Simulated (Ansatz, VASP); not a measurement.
One calculation of PbO2, two programs

Contents of POSCAR:

```
PbO2
1.0
    4.9949598700      0.0000000000      0.0000000000
    0.0000000000      4.9949598700      0.0000000000
    0.0000000000      0.0000000000      3.4090009600
Pb O
2 4
Direct
    0.5000000000      0.5000000000      0.5000000000
    0.0000000000      0.0000000000      0.0000000000
    0.6925710400      0.6925710400      0.0000000000
    0.8074289600      0.1925710400      0.5000000000
    0.1925710400      0.8074289600      0.5000000000
    0.3074289600      0.3074289600      0.0000000000
```

File INCAR.step1:

```
  PREC = Accurate
  ENCUT = 600
  ISMEAR = -1
  SIGMA = 0.05
  LREAL = False
  LASPH = True
  NELM = 100
  GGA = PE
  ALGO = Normal
  EDIFF = 1E-4
  LWAVE = True
  LCHARG = False
```

Contents of INCAR.step2:

```
  PREC = Accurate
  ENCUT = 600
  EDIFF = 1E-7
  ISMEAR = -1
  SIGMA = 0.05
  LREAL = False
  LASPH = True
  NELM = 100
  ALGO = Normal
  ISIF = 3
  LWAVE = False
  LCHARG = False
  METAGGA = R2SCAN
  LMIXTAU = True
  IBRION = 2
  NSW = 60
  EDIFFG = -0.01
  ISTART = 1
```

File KPOINTS:

```
regular mesh
0
Gamma
  5 5 6
```

File input.yaml:

```yaml
crystal:
  lattice:
    - [4.99495987, 0.0, 0.0]
    - [0.0, 4.99495987, 0.0]
    - [0.0, 0.0, 3.40900096]
  atoms:
    - { symbol: Pb, position: [0.5, 0.5, 0.5] }
    - { symbol: Pb, position: [0.0, 0.0, 0.0] }
    - { symbol: O, position: [0.69257104, 0.69257104, 0.0] }
    - { symbol: O, position: [0.80742896, 0.19257104, 0.5] }
    - { symbol: O, position: [0.19257104, 0.80742896, 0.5] }
    - { symbol: O, position: [0.30742896, 0.30742896, 0.0] }
hamiltonian:
  xc: r2scan
  pseudopotentials: { kind: paw }
kpoints:
  mp_grid: { grid: [5, 5, 6] }
scf:
  occupations: { method: fermi_dirac, width: 0.05 }
output:
  forces: true
  stress: true
  eigenvalues: true
relax:
  f_tol: 0.01
  max_steps: 40
  cell: { stress_tol: 0.05 }
```

Alike in both runs: task relaxation of cell and atoms; functional r2SCAN; k mesh 5 × 5 × 6; occupations fermi-dirac, width 0.05 eV; no spin polarisation.

|  | VASP | Ansatz |
| --- | --- | --- |
| version | VASP 6.6.1 | Ansatz 0.2.0 |
| potentials or method | VASP PAW PBE potentials, release 64 (Pb_d, O) | Ansatz PAW |
| plane-wave cutoff (eV) | 600 | 500 |
| valence electrons in the cell | 52 | 52 |

Ansatz gave:

* relaxed volume (Å³/atom): 14.11
* relaxed length of the cell vector where the two differ most in proportion (Å): 3.405

What did VASP give for the same quantities?

Relaxed volume (Å³/atom): 14.17; relaxed length of the cell vector where the two differ most in proportion (Å): 3.414.

VASP's potentials were made for PBE, not for r2SCAN.

Spin-orbit coupling is off throughout. Noted on Ansatz's run: odd divisions of the mesh miss points on the zone boundary, where band edges often lie, so the gap on the mesh can be too wide; the plane-wave basis is chosen anew once the cell has moved, so the energies of steps on either side of that aren't comparable.
